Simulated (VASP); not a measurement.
# LiH (Fm-3m) in VASP: notebook

The runs below take LiH through single point, with r2SCAN.

Everything below comes from runs of VASP 6.6.1. Logs are shortened: lines on timing, memory, paths and dates and some standing lists are left out, and cuts for length are marked.

**1. The cell of the first run**

The structure is cubic, space group Fm-3m (No. 225). Conventional cell: a = 3.985 Å, b = 3.985 Å, c = 3.985 Å, α = 90.00°, β = 90.00°, γ = 90.00°. Within 2.6 Å of Li (site symmetry m-3m) lie 6 H at 1.99 Å. H (site symmetry m-3m) has 6 Li at 1.99 Å within 2.6 Å.

**2. Single point, r2SCAN**

Contents of POSCAR:

```
LiH
1.0
    0.0000000000      1.9923156398      1.9923156398
    1.9923156398      0.0000000000      1.9923156398
    1.9923156398      1.9923156398      0.0000000000
Li H
1 1
Direct
    0.0000000000      0.0000000000      0.0000000000
    0.5000000000      0.5000000000      0.5000000000
```

Contents of INCAR.step1:

```
PREC = Accurate
ENCUT = 830
ISMEAR = 0
SIGMA = 0.01
LREAL = F
LASPH = T
NELM = 120
NBANDS = 9
GGA = PE
ALGO = Normal
EDIFF = 1E-5
LWAVE = T
LCHARG = F
GGA_COMPAT = F
```

Contents of INCAR.step2:

```
PREC = Accurate
ENCUT = 830
EDIFF = 1E-6
ISMEAR = 0
SIGMA = 0.01
LREAL = F
LASPH = T
NELM = 120
ALGO = Normal
ISIF = 2
LWAVE = F
LCHARG = F
METAGGA = R2SCAN
LMIXTAU = T
NBANDS = 9
ISTART = 1
GGA_COMPAT = F
```

Contents of KPOINTS:

```
regular mesh
0
Gamma
  10 10 10
```

Potentials or basis: VASP PAW PBE potentials, release 64 (Li_sv, H).

Started as:

```
cat potpaw_PBE.64/Li_sv/POTCAR potpaw_PBE.64/H/POTCAR > POTCAR
cp INCAR.step1 INCAR
mpirun -np 1 vasp_std > vasp.out
cp INCAR.step2 INCAR
mpirun -np 1 vasp_std > vasp.out
```

OUTCAR:

```text
PREC = Accurate
   ENCUT = 830
   EDIFF = 1E-6
   ISMEAR = 0
   LREAL = F
   LASPH = T
   NELM = 120
   ISIF = 2
   METAGGA = R2SCAN
   ISTART = 1

 ion  position               nearest neighbor table
   1  0.000  0.000  0.000-
   2  0.500  0.500  0.500-

  LATTYP: Found a face centered cubic cell.
 ALAT       =     3.9846312796

  Lattice vectors:

 A1 = (   0.0000000000,   1.9923156398,   1.9923156398)
 A2 = (   1.9923156398,   0.0000000000,   1.9923156398)
 A3 = (   1.9923156398,   1.9923156398,   0.0000000000)

Analysis of symmetry for initial positions (statically):
=====================================================================
 Subroutine PRICEL returns:
 Original cell was already a primitive cell.

 Routine SETGRP: Setting up the symmetry group for a
 face centered cubic supercell.

 Subroutine GETGRP returns: Found 48 space group operations
 (whereof 48 operations were pure point group operations)
 out of a pool of 48 trial point group operations.

The static configuration has the point symmetry O_h .

Analysis of symmetry for dynamics (positions and initial velocities):
=====================================================================
 Subroutine PRICEL returns:
 Original cell was already a primitive cell.

 Routine SETGRP: Setting up the symmetry group for a
 face centered cubic supercell.

 Subroutine GETGRP returns: Found 48 space group operations
 (whereof 48 operations were pure point group operations)
 out of a pool of 48 trial point group operations.

The dynamic configuration has the point symmetry O_h .

 Subroutine INISYM returns: Found 48 space group operations
 (whereof 48 operations are pure point group operations),
 and found     1 'primitive' translations

----------------------------------------------------------------------------------------

                                     Primitive cell

  volume of cell :      15.8163

  direct lattice vectors                    reciprocal lattice vectors
     0.000000000  1.992315640  1.992315640    -0.250964250  0.250964250  0.250964250
     1.992315640  0.000000000  1.992315640     0.250964250 -0.250964250  0.250964250
     1.992315640  1.992315640  0.000000000     0.250964250  0.250964250 -0.250964250

  length of vectors
     2.817559798  2.817559798  2.817559798     0.434682832  0.434682832  0.434682832

  position of ions in fractional coordinates (direct lattice)
[... 78 lines left out ...]
   NELM   =    120;   NELMIN=  2; NELMDL=  0     # of ELM steps
   EDIFF  = 0.1E-05   stopping-criterion for ELM
   LREAL  =      F    real-space projection
   EDIFFG = 0.1E-04   stopping-criterion for IOM
   NSW    =      0    number of steps for IOM
   IBRION =     -1    ionic relax: 0-MD 1-quasi-New 2-CG
   NFREE  =      0    steps in history (QN), initial steepest desc. (CG)
   ISIF   =      2    stress and relaxation
   ISYM   =      2    0-nonsym 1-usesym 2-fastsym
   POTIM  = 0.5000    time-step for ionic-motion
   TEBEG  =    0.0;   TEEND  =   0.0 temperature during run
   PSTRESS=    0.0 pullay stress
   NELECT =       4.0000    total number of electrons
   NUPDOWN=      -1.0000    fix difference up-down
   EMIN   =  10.00;   EMAX   =-10.00  energy-range for DOS
   EFERMI =   0.00;   METHOD = LEGACY
   ISMEAR =     0;   SIGMA  =   0.01  broadening in eV -4-tet -1-fermi 0-gaus
   EFERMI_NEDOS =   21; number of points for ismear=-14 and -15
   IALGO  =     38    algorithm
   IMIX   =      4    mixing-type and parameters
     AMIX     =   0.40;   BMIX     =  1.00
     AMIX_MAG =   1.60;   BMIX_MAG =  1.00
  volume/ion in A,a.u.               =       7.91        53.37
  Fermi-wavevector in a.u.,A,eV,Ry     =   1.035285  1.956405 14.582935  1.071816
  Thomas-Fermi vector in A             =   2.169621
   LORBIT       =      0    0 simple, 1 ext, 2 COOP (PROOUT), +10 PAW based schemes
   METAGGA = R2SCAN    functional components
   LHFCALC =     F    Hartree Fock is set to
   AEXX    =    0.0000 exact exchange contribution
   IVDW    =     0    specifies the selected vdW correction
   LEPSILON=     F    determine dielectric tensor
   LRPA    =     F    only Hartree local field effects (RPA)
 non-spin polarized calculation
 Gauss-broadening in eV      SIGMA  =   0.01
  energy-cutoff  :      830.00
  volume of cell :       15.82
 maximum number of plane-waves:       889
   NGX = 13   NGY = 13   NGZ = 13

 number of electron       4.0000002 magnetization

 Free energy of the ion-electron system (eV)
  ---------------------------------------------------
  ext. energy  EPLUGINS =         0.00000000
  ---------------------------------------------------
  free energy    TOTEN  =        -6.81854148 eV

  energy without entropy =       -6.81854148  energy(sigma->0) =       -6.81854148

 E-fermi :   0.0210     XC(G=0):  -8.8867

 val. band max:       -0.1066890634   @ k =   0.5000   0.5000   0.0000
 cond. band min:       3.4614873041   @ k =   0.5000   0.5000   0.0000
 fundamental gap:      3.5681763675
 Fermi energy:         0.0209923279

 k-point     1 :       0.0000    0.0000    0.0000
  band No.  band energies     occupation
      1     -45.8117      2.00000
      2      -5.6262      2.00000
      3      17.7564      0.00000
      4      19.4654      0.00000
      5      19.4654      0.00000
      6      19.4654      0.00000
      7      23.9403      0.00000
      8      23.9403      0.00000
      9      23.9403      0.00000
[... 265 lines left out ...]
 k-point    24 :       0.4000    0.3000    0.0000
  band No.  band energies     occupation
      1     -45.7614      2.00000
      2      -2.4188      2.00000
      3       7.2920      0.00000
      4      11.3798      0.00000
      5      12.7745      0.00000
      6      17.5235      0.00000
      7      19.4666      0.00000
      8      31.4680      0.00000
      9      32.1142      0.00000

 [... further k-points ...]
[... 5 lines left out ...]
  --------------------------------------------------------------------------------------
  -------------------------------------------------------------------------------------
  Total        0.0394575      0.0394575      0.0394575      0.0000000      0.0000000     -0.0000000
  in kB        3.9970145      3.9970145      3.9970145      0.0000000      0.0000000     -0.0000000
  external PRESSURE =       3.9970145 kB  Pullay stress =       0.0000000 kB

 VOLUME and BASIS-vectors are now :
 -----------------------------------------------------------------------------
  energy-cutoff  :      830.00
  volume of cell :       15.82
      direct lattice vectors                 reciprocal lattice vectors
     0.000000000  1.992315640  1.992315640    -0.250964250  0.250964250  0.250964250
     1.992315640  0.000000000  1.992315640     0.250964250 -0.250964250  0.250964250
     1.992315640  1.992315640  0.000000000     0.250964250  0.250964250 -0.250964250

 POSITION                                       TOTAL-FORCE (eV/Angst)
 -----------------------------------------------------------------------------------
      0.00000      0.00000      0.00000        -0.000000      0.000000     -0.000000
      1.99232      1.99232      1.99232         0.000000      0.000000      0.000000
 -----------------------------------------------------------------------------------
    total drift:                                0.000000      0.000000      0.000000

  FREE ENERGIE OF THE ION-ELECTRON SYSTEM (eV)
  ---------------------------------------------------
  free  energy   TOTEN  =        -6.8185414756 eV

  energy  without entropy=       -6.8185414756  energy(sigma->0) =       -6.81854148
```

OSZICAR.step1:

```text
N       E                     dE             d eps       ncg     rms          rms(c)
DAV:   1     0.107395111691E+01    0.10740E+01   -0.21834E+03   846   0.578E+02
DAV:   2    -0.623393626175E+01   -0.73079E+01   -0.71097E+01  1195   0.696E+01
DAV:   3    -0.636931948432E+01   -0.13538E+00   -0.13521E+00  1006   0.833E+00
DAV:   4    -0.637038525973E+01   -0.10658E-02   -0.10657E-02  1221   0.601E-01
DAV:   5    -0.637039815556E+01   -0.12896E-04   -0.12896E-04   968   0.307E-02    0.289E+00
DAV:   6    -0.618672225476E+01    0.18368E+00   -0.14813E-01   948   0.121E+00    0.145E+00
DAV:   7    -0.612481123939E+01    0.61911E-01   -0.19220E-01  1003   0.158E+00    0.218E-01
DAV:   8    -0.612658950955E+01   -0.17783E-02   -0.43216E-03  1019   0.454E-01    0.417E-02
DAV:   9    -0.612654507452E+01    0.44435E-04   -0.14295E-04  1089   0.502E-02    0.717E-03
DAV:  10    -0.612654349751E+01    0.15770E-05   -0.59400E-06   812   0.179E-02
   1 F= -.61265435E+01 E0= -.61265435E+01  d E =-.894081-158
```

Run time: 26 s. Hardware: 1 thread of Intel Xeon 6975P-C (Granite Rapids), shared host; peak memory 0.15 GiB.

Results:

```yaml
Free_energy: -6.8185 eV
Pressure: 0.4 GPa
Band_gap_on_the_k_mesh: 3.57 eV
```

Levels at points of the mesh, in eV from the valence-band top:
| k point | band 1 | band 2 | band 3 | band 4 | band 5 | band 6 |
| --- | --- | --- | --- | --- | --- | --- |
| (0.00, 0.00, 0.00) | -45.71 | -5.52 | 17.86 | 19.57 | 19.57 | 19.57 |
| (0.50, 0.00, 0.00) | -45.66 | -2.69 | 5.71 | 15.09 | 18.31 | 18.31 |
| (0.50, 0.50, 0.00) | -45.64 | 0.00 | 3.57 | 11.83 | 11.83 | 15.16 |

Caveat: the PAW data sets were made with another functional, which shifts forces and pressure a little.

**3. Single point, r2SCAN**

This run uses another cell than the first one, of 8.03 Å³/atom.

Contents of POSCAR:

```
LiH
1.0
    0.0000000000      2.0023272762      2.0023272762
    2.0023272762      0.0000000000      2.0023272762
    2.0023272762      2.0023272762      0.0000000000
Li H
1 1
Direct
    0.0000000000      0.0000000000      0.0000000000
    0.5000000000      0.5000000000      0.5000000000
```

Contents of INCAR.step1:

```
SYSTEM = LiH
PREC = Accurate ; ENCUT = 830
ISMEAR = 0 ; SIGMA = 0.01
LREAL = .FALSE. ; LASPH = .TRUE.
NELM = 120 ; NBANDS = 9
GGA = PE ; ALGO = Normal
EDIFF = 1E-5 ; LWAVE = .TRUE.
LCHARG = .FALSE. ; GGA_COMPAT = .FALSE.
```

Contents of INCAR.step2:

```
SYSTEM = LiH
PREC = Accurate ; ENCUT = 830
EDIFF = 1E-6 ; ISMEAR = 0
SIGMA = 0.01 ; LREAL = .FALSE.
LASPH = .TRUE. ; NELM = 120
ALGO = Normal ; ISIF = 2
LWAVE = .FALSE. ; LCHARG = .TRUE.
METAGGA = R2SCAN ; LMIXTAU = .TRUE.
LELF = .TRUE. ; LVHAR = .TRUE.
NBANDS = 9 ; ISTART = 1
GGA_COMPAT = .FALSE.
```

Contents of KPOINTS:

```
Automatic mesh
0
G
  10 10 10
  0 0 0
```

Potentials or basis: VASP PAW PBE potentials, release 64 (Li_sv, H).

Started as:

```
cat potpaw_PBE.64/Li_sv/POTCAR potpaw_PBE.64/H/POTCAR > POTCAR
cp INCAR.step1 INCAR
mpirun -np 1 vasp_std > vasp.out
cp INCAR.step2 INCAR
mpirun -np 1 vasp_std > vasp.out
```

Run time: 26 s. Hardware: 1 thread of Intel Xeon 6975P-C (Granite Rapids), shared host; peak memory 0.15 GiB.

The run converged. Its results:

```
Free energy            : -6.8189 eV
Pressure               : 0.0 GPa
Band gap on the k mesh : 3.58 eV
```

Levels at points of the mesh, in eV from the valence-band top:
| k point | band 1 | band 2 | band 3 | band 4 | band 5 |
| --- | --- | --- | --- | --- | --- |
| (0.00, 0.00, 0.00) | -45.71 | -5.46 | 17.65 | 19.40 | 19.40 |
| (0.50, 0.00, 0.00) | -45.67 | -2.65 | 5.67 | 14.96 | 18.16 |
| (0.50, 0.50, 0.00) | -45.66 | 0.00 | 3.58 | 11.75 | 11.75 |

Caveat: the PAW data sets were made with another functional, which shifts forces and pressure a little. A k mesh can miss the band edges.
